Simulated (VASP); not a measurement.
# CuO (C2/c) in VASP: further runs

The runs below take CuO through single point, with r2SCAN.

Everything below comes from runs of VASP 6.6.1. Logs are shortened: lines on timing, memory, paths and dates and some standing lists are left out, and cuts for length are marked.

## Step 1: The cell of the first run

Symmetry: C2/c, No. 15, monoclinic system. Conventional cell: a = 4.680 Å, b = 3.477 Å, c = 5.119 Å, α = 90.00°, β = 98.64°, γ = 90.00°. Within 2.5 Å of Cu (site symmetry -1) lie 4 O at 1.89 to 2.00 Å. O (site symmetry 2) has 4 Cu at 1.89 to 2.00 Å and 2 O at 2.57 Å within 2.6 Å.

## Step 2: Single point, r2SCAN, collinear spin

Input file POSCAR:

```
CuO
1.0
    2.3398500000     -1.7384000000      0.0000000000
    2.3398500000      1.7384000000      0.0000000000
   -0.7694000000      0.0000000000      5.0611500000
Cu O
2 2
Direct
    0.0000000000      0.5000000000      0.0000000000
    0.5000000000      0.0000000000      0.5000000000
    0.5379000000      0.4621000000      0.2500000000
    0.4621000000      0.5379000000      0.7500000000
```

Input file INCAR.step1:

```
SYSTEM = CuO
PREC = Accurate
ENCUT = 520
ISMEAR = 0
SIGMA = 0.1
LREAL = .False.
LASPH = .True.
NELM = 150
ISPIN = 2
MAGMOM = 1.1 1.1 0 0
NUPDOWN = 2.2
LMAXMIX = 4
NBANDS = 29
GGA = PE
ALGO = Normal
EDIFF = 1E-4
LWAVE = .True.
LCHARG = .False.
```

Input file INCAR.step2:

```
SYSTEM = CuO
PREC = Accurate
ENCUT = 520
EDIFF = 1E-6
ISMEAR = 0
SIGMA = 0.1
LREAL = .False.
LASPH = .True.
NELM = 150
ALGO = Normal
ISIF = 2
LWAVE = .False.
LCHARG = .False.
ISPIN = 2
MAGMOM = 1.1 1.1 0 0
LORBIT = 11
NUPDOWN = 2.2
LMAXMIX = 4
METAGGA = R2SCAN
LMIXTAU = .True.
NBANDS = 29
ISTART = 1
```

Input file KPOINTS:

```
Automatic mesh
0
Gamma
  8 8 5
  0 0 0
```

Potentials or basis: VASP PAW PBE potentials, release 64 (Cu, O).

The run is started by

```bash
> cat potpaw_PBE.64/Cu/POTCAR potpaw_PBE.64/O/POTCAR > POTCAR
> cp INCAR.step1 INCAR
> mpirun -np 1 vasp_std > vasp.out
> cp INCAR.step2 INCAR
> mpirun -np 1 vasp_std > vasp.out
```

OUTCAR:

```text
SYSTEM = CuO
   PREC = Accurate
   ENCUT = 520
   EDIFF = 1E-6
   ISMEAR = 0
   LREAL = .False.
   LASPH = .True.
   NELM = 150
   ISIF = 2
   ISPIN = 2
   LORBIT = 11
   NUPDOWN = 2.2
   METAGGA = R2SCAN
   ISTART = 1

 ion  position               nearest neighbor table
   1  0.000  0.500  0.000-   3 1.89   4 1.89   4 2.00   3 2.00
   2  0.500  0.000  0.500-   4 1.89   3 1.89   4 2.00   3 2.00
   3  0.538  0.462  0.250-   2 1.89   1 1.89   2 2.00   1 2.00
   4  0.462  0.538  0.750-   1 1.89   2 1.89   2 2.00   1 2.00

  LATTYP: Found a base centered monoclinic cell.
 ALAT       =     4.6797000000
 B/A-ratio  =     0.7429536081
 C/A-ratio  =     1.0939372948
 COS(beta)  =    -0.1502940337

  Lattice vectors:

 A1 = (   2.3398500000,  -1.7384000000,   0.0000000000)
 A2 = (   2.3398500000,   1.7384000000,   0.0000000000)
 A3 = (  -0.7694000000,   0.0000000000,   5.0611500000)

Analysis of symmetry for initial positions (statically):
=====================================================================
 Subroutine PRICEL returns:
 Original cell was already a primitive cell.

 Routine SETGRP: Setting up the symmetry group for a
 base centered monoclinic supercell.

 Subroutine GETGRP returns: Found  4 space group operations
 (whereof  2 operations were pure point group operations)
 out of a pool of  4 trial point group operations.

The static configuration has the point symmetry S_2 .
 The point group associated with its full space group is C_2h.

Analysis of symmetry for dynamics (positions and initial velocities):
=====================================================================
 Subroutine PRICEL returns:
 Original cell was already a primitive cell.

 Routine SETGRP: Setting up the symmetry group for a
 base centered monoclinic supercell.

 Subroutine GETGRP returns: Found  4 space group operations
 (whereof  2 operations were pure point group operations)
 out of a pool of  4 trial point group operations.

The dynamic configuration has the point symmetry S_2 .
 The point group associated with its full space group is C_2h.

Analysis of structural, dynamic, and magnetic symmetry:
=====================================================================
 Subroutine PRICEL returns:
 Original cell was already a primitive cell.

 Routine SETGRP: Setting up the symmetry group for a
 base centered monoclinic supercell.

 Subroutine GETGRP returns: Found  4 space group operations
 (whereof  2 operations were pure point group operations)
 out of a pool of  4 trial point group operations.

The overall configuration has the point symmetry S_2 .
 The point group associated with its full space group is C_2h.

 Subroutine INISYM returns: Found  4 space group operations
[... 132 lines left out ...]
 spin polarized calculation
 Gauss-broadening in eV      SIGMA  =   0.10
  energy-cutoff  :      520.00
  volume of cell :       41.17
 maximum number of plane-waves:      1141
 NGX is ok and might be reduce to    24
   NGX = 11   NGY = 11   NGZ = 19

 number of electron      34.0000016 magnetization       2.2000001

 Free energy of the ion-electron system (eV)
  ---------------------------------------------------
  ext. energy  EPLUGINS =         0.00000000
  ---------------------------------------------------
  free energy    TOTEN  =       -36.00495239 eV

  energy without entropy =      -36.00012170  energy(sigma->0) =      -36.00253705

 E-fermi :   4.1454     XC(G=0): -12.5084

 val. band max:        8.9770953262   @ k =   0.5000   0.5000   0.2000
 cond. band min:       4.1481804181   @ k =   0.5000   0.3750   0.2000
 fundamental gap:     -4.8289149081
 Fermi energy:         9.0159680767

 spin component 1

 k-point     1 :       0.0000    0.0000    0.0000
  band No.  band energies     occupation
      1     -15.8744      1.00000
      2     -14.5426      1.00000
      3      -3.2809      1.00000
      4      -1.3709      1.00000
      5      -0.9175      1.00000
      6       1.1221      1.00000
[... 757 lines left out ...]
     28      25.4246      0.00000
     29      27.0754      0.00000

 [... further k-points ...]

 spin component 2

 k-point     1 :       0.0000    0.0000    0.0000
  band No.  band energies     occupation
      1     -15.1572      1.00000
      2     -13.7119      1.00000
      3      -2.8168      1.00000
      4       0.1394      1.00000
      5       0.5663      1.00000
      6       1.4992      1.00000
[... 757 lines left out ...]
     28      25.6546      0.00000
     29      27.2828      0.00000

 [... further k-points ...]

------------------------ aborting loop because EDIFF is reached ----------------------------------------

  FORCE on cell =-STRESS in cart. coord.  units (eV):
  Direction    XX          YY          ZZ          XY          YZ          ZX
  --------------------------------------------------------------------------------------
  -------------------------------------------------------------------------------------
  Total        0.2242918      1.6703812      2.3892015      0.0000000      0.0000000      1.6204625
  in kB        8.7278442     64.9993846     92.9707708      0.0000000      0.0000000     63.0569039
  external PRESSURE =      55.5659999 kB  Pullay stress =       0.0000000 kB

 VOLUME and BASIS-vectors are now :
 -----------------------------------------------------------------------------
  energy-cutoff  :      520.00
  volume of cell :       41.17
      direct lattice vectors                 reciprocal lattice vectors
     2.339850000 -1.738400000  0.000000000     0.213688912 -0.287620801  0.032485156
     2.339850000  1.738400000  0.000000000     0.213688912  0.287620801  0.032485156
    -0.769400000  0.000000000  5.061150000     0.000000000  0.000000000  0.197583553

 POSITION                                       TOTAL-FORCE (eV/Angst)
 -----------------------------------------------------------------------------------
      1.16993      0.86920      0.00000        -0.000000      0.000000      0.000000
      0.78523     -0.86920      2.53057        -0.000000      0.000000      0.000000
      2.14750     -0.13177      1.26529         0.000000     -0.537403      0.000000
      1.76280      0.13177      3.79586         0.000000      0.537403      0.000000
 -----------------------------------------------------------------------------------
    total drift:                                0.000000      0.000000     -0.000000

  FREE ENERGIE OF THE ION-ELECTRON SYSTEM (eV)
  ---------------------------------------------------
  free  energy   TOTEN  =       -36.0049523881 eV

  energy  without entropy=      -36.0001217050  energy(sigma->0) =      -36.00253705

 total charge

# of ion       s       p       d       tot
------------------------------------------
    1        0.407   0.426   9.075   9.907
    2        0.407   0.426   9.075   9.907
    3        1.571   3.462   0.000   5.033
    4        1.571   3.462   0.000   5.033
--------------------------------------------------
tot          3.955   7.775  18.149  29.880

 magnetization (x)

# of ion       s       p       d       tot
------------------------------------------
    1        0.004  -0.001   0.677   0.679
    2        0.004  -0.001   0.677   0.679
    3        0.030   0.341   0.000   0.371
    4        0.030   0.341   0.000   0.371
--------------------------------------------------
tot          0.068   0.679   1.354   2.100
```

Run time: 9.7 min. Hardware: 1 thread of Intel Xeon Platinum 8259CL at 2.50GHz (Skylake/Cascade Lake), shared host; peak memory 0.3 GiB.

What came out:

```
Free energy                                           : -36.0050 eV
Pressure                                              : 5.6 GPa
Largest force                                         : 0.537 eV/Å
Net moment                                            : 2.20 μB per cell
Site moments                                          : Cu +0.68; O +0.37 μB
Valence electrons inside the program's atomic spheres : Cu 9.91; O 5.03
```

Forces in eV/Å, atoms in the order of the input:
```
Cu   0.000  0.000  0.000
Cu   0.000  0.000  0.000
O    0.000 -0.537  0.000
O    0.000  0.537  0.000
```

Caveat: the stress differs along the axes, from 1 to 9 GPa; the PAW data sets were made with another functional, which shifts forces and pressure a little; the total moment is fixed, so each spin has its own Fermi level and the state may be an excited one.

## Step 3: Single point, r2SCAN, collinear spin

POSCAR is that of step 2.

Input file INCAR.step1:

```
PREC = Accurate
ENCUT = 520
ISMEAR = 0
SIGMA = 0.1
LREAL = F
LASPH = T
NELM = 150
ISPIN = 2
MAGMOM = 1.54 1.54 0 0
NUPDOWN = 3.08
LMAXMIX = 4
NBANDS = 29
GGA = PE
ALGO = Normal
EDIFF = 1E-4
LWAVE = T
LCHARG = F
```

Input file INCAR.step2:

```
PREC = Accurate
ENCUT = 520
EDIFF = 1E-6
ISMEAR = 0
SIGMA = 0.1
LREAL = F
LASPH = T
NELM = 150
ALGO = Normal
ISIF = 2
LWAVE = F
LCHARG = T
ISPIN = 2
MAGMOM = 1.54 1.54 0 0
LORBIT = 11
NUPDOWN = 3.08
LMAXMIX = 4
METAGGA = R2SCAN
LMIXTAU = T
LELF = T
LVHAR = T
NBANDS = 29
ISTART = 1
```

Input file KPOINTS:

```
regular mesh
0
Gamma
  8 8 5
```

Potentials or basis: VASP PAW PBE potentials, release 64 (Cu, O).

The run is started by

```bash
> cat potpaw_PBE.64/Cu/POTCAR potpaw_PBE.64/O/POTCAR > POTCAR
> cp INCAR.step1 INCAR
> mpirun -np 1 vasp_std > vasp.out
> cp INCAR.step2 INCAR
> mpirun -np 1 vasp_std > vasp.out
```

OUTCAR:

```text
PREC = Accurate
   ENCUT = 520
   EDIFF = 1E-6
   ISMEAR = 0
   LREAL = F
   LASPH = T
   NELM = 150
   ISIF = 2
   ISPIN = 2
   LORBIT = 11
   NUPDOWN = 3.08
   METAGGA = R2SCAN
   ISTART = 1

 ion  position               nearest neighbor table
   1  0.000  0.500  0.000-   3 1.89   4 1.89   4 2.00   3 2.00
   2  0.500  0.000  0.500-   4 1.89   3 1.89   4 2.00   3 2.00
   3  0.538  0.462  0.250-   2 1.89   1 1.89   2 2.00   1 2.00
   4  0.462  0.538  0.750-   1 1.89   2 1.89   2 2.00   1 2.00

  LATTYP: Found a base centered monoclinic cell.
 ALAT       =     4.6797000000
 B/A-ratio  =     0.7429536081
 C/A-ratio  =     1.0939372948
 COS(beta)  =    -0.1502940337

  Lattice vectors:

 A1 = (   2.3398500000,  -1.7384000000,   0.0000000000)
 A2 = (   2.3398500000,   1.7384000000,   0.0000000000)
 A3 = (  -0.7694000000,   0.0000000000,   5.0611500000)

Analysis of symmetry for initial positions (statically):
=====================================================================
 Subroutine PRICEL returns:
 Original cell was already a primitive cell.

 Routine SETGRP: Setting up the symmetry group for a
 base centered monoclinic supercell.

 Subroutine GETGRP returns: Found  4 space group operations
 (whereof  2 operations were pure point group operations)
 out of a pool of  4 trial point group operations.

The static configuration has the point symmetry S_2 .
 The point group associated with its full space group is C_2h.

Analysis of symmetry for dynamics (positions and initial velocities):
=====================================================================
 Subroutine PRICEL returns:
 Original cell was already a primitive cell.

 Routine SETGRP: Setting up the symmetry group for a
 base centered monoclinic supercell.

 Subroutine GETGRP returns: Found  4 space group operations
 (whereof  2 operations were pure point group operations)
 out of a pool of  4 trial point group operations.

The dynamic configuration has the point symmetry S_2 .
 The point group associated with its full space group is C_2h.

Analysis of structural, dynamic, and magnetic symmetry:
=====================================================================
 Subroutine PRICEL returns:
 Original cell was already a primitive cell.

 Routine SETGRP: Setting up the symmetry group for a
 base centered monoclinic supercell.

 Subroutine GETGRP returns: Found  4 space group operations
 (whereof  2 operations were pure point group operations)
 out of a pool of  4 trial point group operations.

The overall configuration has the point symmetry S_2 .
 The point group associated with its full space group is C_2h.

 Subroutine INISYM returns: Found  4 space group operations
 (whereof  2 operations are pure point group operations),
 and found     1 'primitive' translations

----------------------------------------------------------------------------------------

                                     Primitive cell

  volume of cell :      41.1734

  direct lattice vectors                    reciprocal lattice vectors
     2.339850000 -1.738400000  0.000000000     0.213688912 -0.287620801  0.032485156
     2.339850000  1.738400000  0.000000000     0.213688912  0.287620801  0.032485156
    -0.769400000  0.000000000  5.061150000     0.000000000  0.000000000  0.197583553

  length of vectors
[... 85 lines left out ...]
   NELM   =    150;   NELMIN=  2; NELMDL=  0     # of ELM steps
   EDIFF  = 0.1E-05   stopping-criterion for ELM
   LREAL  =      F    real-space projection
   EDIFFG = 0.1E-04   stopping-criterion for IOM
   NSW    =      0    number of steps for IOM
   IBRION =     -1    ionic relax: 0-MD 1-quasi-New 2-CG
   NFREE  =      0    steps in history (QN), initial steepest desc. (CG)
   ISIF   =      2    stress and relaxation
   ISYM   =      2    0-nonsym 1-usesym 2-fastsym
   POTIM  = 0.5000    time-step for ionic-motion
   TEBEG  =    0.0;   TEEND  =   0.0 temperature during run
   PSTRESS=    0.0 pullay stress
   NELECT =      34.0000    total number of electrons
   NUPDOWN=       3.0800    fix difference up-down
   EMIN   =  10.00;   EMAX   =-10.00  energy-range for DOS
   EFERMI =   0.00;   METHOD = LEGACY
   ISMEAR =     0;   SIGMA  =   0.10  broadening in eV -4-tet -1-fermi 0-gaus
   EFERMI_NEDOS =   21; number of points for ismear=-14 and -15
   IALGO  =     38    algorithm
   IMIX   =      4    mixing-type and parameters
     AMIX     =   0.40;   BMIX     =  1.00
     AMIX_MAG =   1.60;   BMIX_MAG =  1.00
  volume/ion in A,a.u.               =      10.29        69.46
  Fermi-wavevector in a.u.,A,eV,Ry     =   1.535897  2.902425 32.095876  2.358980
  Thomas-Fermi vector in A             =   2.642622
   LORBIT       =     11    0 simple, 1 ext, 2 COOP (PROOUT), +10 PAW based schemes
   METAGGA = R2SCAN    functional components
   LHFCALC =     F    Hartree Fock is set to
   AEXX    =    0.0000 exact exchange contribution
   IVDW    =     0    specifies the selected vdW correction
   LEPSILON=     F    determine dielectric tensor
   LRPA    =     F    only Hartree local field effects (RPA)
 spin polarized calculation
 Gauss-broadening in eV      SIGMA  =   0.10
  energy-cutoff  :      520.00
  volume of cell :       41.17
 maximum number of plane-waves:      1141
 NGX is ok and might be reduce to    24
   NGX = 11   NGY = 11   NGZ = 19

 number of electron      34.0000016 magnetization       3.0800002

 Free energy of the ion-electron system (eV)
  ---------------------------------------------------
  ext. energy  EPLUGINS =         0.00000000
  ---------------------------------------------------
  free energy    TOTEN  =       -33.50520562 eV

  energy without entropy =      -33.48830162  energy(sigma->0) =      -33.49675362

 E-fermi :   3.7330     XC(G=0): -12.5905

 val. band max:        9.8539387396   @ k =   0.5000   0.1250  -0.0000
 cond. band min:       3.7406031518   @ k =   0.1250   0.0000   0.4000
 fundamental gap:     -6.1133355878
 Fermi energy:         9.8907126395

 spin component 1

 k-point     1 :       0.0000    0.0000    0.0000
  band No.  band energies     occupation
      1     -16.1518      1.00000
      2     -14.8389      1.00000
      3      -3.5292      1.00000
      4      -1.7060      1.00000
      5      -1.2759      1.00000
      6       0.5744      1.00000
[... 757 lines left out ...]
     28      25.2470      0.00000
     29      26.9213      0.00000

 [... further k-points ...]

 spin component 2

 k-point     1 :       0.0000    0.0000    0.0000
  band No.  band energies     occupation
      1     -15.1219      1.00000
      2     -13.6641      1.00000
      3      -2.8663      1.00000
      4      -0.0136      1.00000
      5       0.4775      1.00000
      6       1.2626      1.00000
[... 757 lines left out ...]
     28      25.6770      0.00000
     29      27.3524      0.00000

 [... further k-points ...]

------------------------ aborting loop because EDIFF is reached ----------------------------------------

  FORCE on cell =-STRESS in cart. coord.  units (eV):
  Direction    XX          YY          ZZ          XY          YZ          ZX
  --------------------------------------------------------------------------------------
  -------------------------------------------------------------------------------------
  Total        1.2199343      3.9628151      3.9937417      0.0000000      0.0000000      1.6950780
  in kB       47.4711851    154.2046440    155.4080900      0.0000000      0.0000000     65.9604081
  external PRESSURE =     119.0279730 kB  Pullay stress =       0.0000000 kB

 VOLUME and BASIS-vectors are now :
 -----------------------------------------------------------------------------
  energy-cutoff  :      520.00
  volume of cell :       41.17
      direct lattice vectors                 reciprocal lattice vectors
     2.339850000 -1.738400000  0.000000000     0.213688912 -0.287620801  0.032485156
     2.339850000  1.738400000  0.000000000     0.213688912  0.287620801  0.032485156
    -0.769400000  0.000000000  5.061150000     0.000000000  0.000000000  0.197583553

 POSITION                                       TOTAL-FORCE (eV/Angst)
 -----------------------------------------------------------------------------------
      1.16993      0.86920      0.00000         0.000000      0.000000      0.000000
      0.78523     -0.86920      2.53057         0.000000      0.000000      0.000000
      2.14750     -0.13177      1.26529         0.000000     -0.506700      0.000000
      1.76280      0.13177      3.79586        -0.000000      0.506700      0.000000
 -----------------------------------------------------------------------------------
    total drift:                                0.000000      0.000000     -0.000000

  FREE ENERGIE OF THE ION-ELECTRON SYSTEM (eV)
  ---------------------------------------------------
  free  energy   TOTEN  =       -33.5052056205 eV

  energy  without entropy=      -33.4883016167  energy(sigma->0) =      -33.49675362

 total charge

# of ion       s       p       d       tot
------------------------------------------
    1        0.417   0.453   9.006   9.876
    2        0.417   0.453   9.006   9.876
    3        1.585   3.432   0.000   5.017
    4        1.585   3.432   0.000   5.017
--------------------------------------------------
tot          4.004   7.769  18.012  29.785

 magnetization (x)

# of ion       s       p       d       tot
------------------------------------------
    1        0.036   0.035   0.788   0.858
    2        0.036   0.035   0.788   0.858
    3        0.047   0.473   0.000   0.520
    4        0.047   0.473   0.000   0.520
--------------------------------------------------
tot          0.165   1.015   1.576   2.757
```

Wall time 11 min (1 thread of Intel Xeon Platinum 8259CL at 2.50GHz (Skylake/Cascade Lake), shared host); peak memory 0.3 GiB.

Results:

* Free energy: -33.5052 eV
* Pressure: 11.9 GPa
* Largest force: 0.507 eV/Å
* Net moment: 3.08 μB per cell
* Site moments: Cu +0.86; O +0.52 μB
* Valence electrons inside the program's atomic spheres: Cu 9.88; O 5.02

Forces in eV/Å, atoms in the order of the input:
```
Cu   0.000  0.000  0.000
Cu   0.000  0.000  0.000
O    0.000 -0.507  0.000
O    0.000  0.507  0.000
```

Stress tensor (GPa, compression positive):
```
 4.75  0.00  6.60
 0.00 15.42  0.00
 6.60  0.00 15.54
```

Caveat: the stress differs along the axes, from 5 to 16 GPa; the PAW data sets were made with another functional, which shifts forces and pressure a little; the total moment is fixed, so each spin has its own Fermi level and the state may be an excited one.
